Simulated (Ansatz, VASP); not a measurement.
**One calculation of BC7, two programs**

Contents of INCAR:

```
SYSTEM = BC7
PREC = Accurate
ENCUT = 520
EDIFF = 1E-7
ISMEAR = 0
SIGMA = 0.15
LREAL = .FALSE.
LASPH = .TRUE.
NELM = 100
ALGO = Normal
ISIF = 2
LWAVE = .FALSE.
LCHARG = .FALSE.
GGA = PS
NBANDS = 26
```

Contents of KPOINTS:

```
regular mesh
0
G
  10 10 10
  0 0 0
```

The input POSCAR:

```
BC7
1.0
    3.6009608368      0.0000000000      0.0000000000
    0.0000000000      3.6009608368      0.0000000000
    0.0000000000      0.0000000000      3.6009608368
B C
1 7
Direct
    0.0009571875     -0.0437356954      0.0585252012
   -0.0435972805      0.4759930317      0.5602755186
    0.5054232610      0.5296129673      0.0295835341
    0.5355154118      0.0179670029      0.4570652366
    0.7150589843      0.6364621875      0.2160678873
    0.7863316474      0.3164959003      0.7612926881
    0.2720245444      0.8171556210      0.6785302583
    0.2282862440      0.2500489846      0.2386596757
```

Input for Ansatz:

```yaml
crystal:
  lattice:
    - [3.6009608368, 0.0, 0.0]
    - [0.0, 3.6009608368, 0.0]
    - [0.0, 0.0, 3.6009608368]
  atoms:
    - { symbol: B, position: [0.0009571875, -0.0437356954, 0.0585252012] }
    - { symbol: C, position: [-0.0435972805, 0.4759930317, 0.5602755186] }
    - { symbol: C, position: [0.505423261, 0.5296129673, 0.0295835341] }
    - { symbol: C, position: [0.5355154118, 0.0179670029, 0.4570652366] }
    - { symbol: C, position: [0.7150589843, 0.6364621875, 0.2160678873] }
    - { symbol: C, position: [0.7863316474, 0.3164959003, 0.7612926881] }
    - { symbol: C, position: [0.2720245444, 0.817155621, 0.6785302583] }
    - { symbol: C, position: [0.228286244, 0.2500489846, 0.2386596757] }
basis:
  ecutwfc: 420
kpoints:
  mp_grid: { grid: [10, 10, 10] }
hamiltonian:
  xc: pbesol
scf:
  occupations: { method: gaussian, width: 0.15 }
output:
  forces: true
  stress: true
  eigenvalues: true
```

Change from the starting cell: all atoms moved at random, sigma 0.15 Å a component.

Alike in both runs: task single point; functional PBEsol; k mesh 10 × 10 × 10; occupations gaussian, width 0.15 eV; no spin polarisation.

|  | VASP | Ansatz |
| --- | --- | --- |
| version | VASP 6.6.1 | Ansatz 0.2.0 |
| potentials or method | VASP PAW PBE potentials, release 64 (B, C), cutoff 520 eV | scalar-relativistic, plane waves, PAW |
| valence electrons in the cell | 31 | 31 |

|  | VASP | Ansatz | Ansatz less VASP |
| --- | --- | --- | --- |
| gap on the k mesh at the Fermi level (eV) | none | none | - |
| rms of the force components (eV/Å) | 14.478 | 14.269 | -0.2082 |

VASP's potentials were made for PBE, not for PBEsol. Atom by atom the forces differ by 0.214 eV/Å (rms over components). A gap of «none» marks a metal or a gap that the smearing closes.
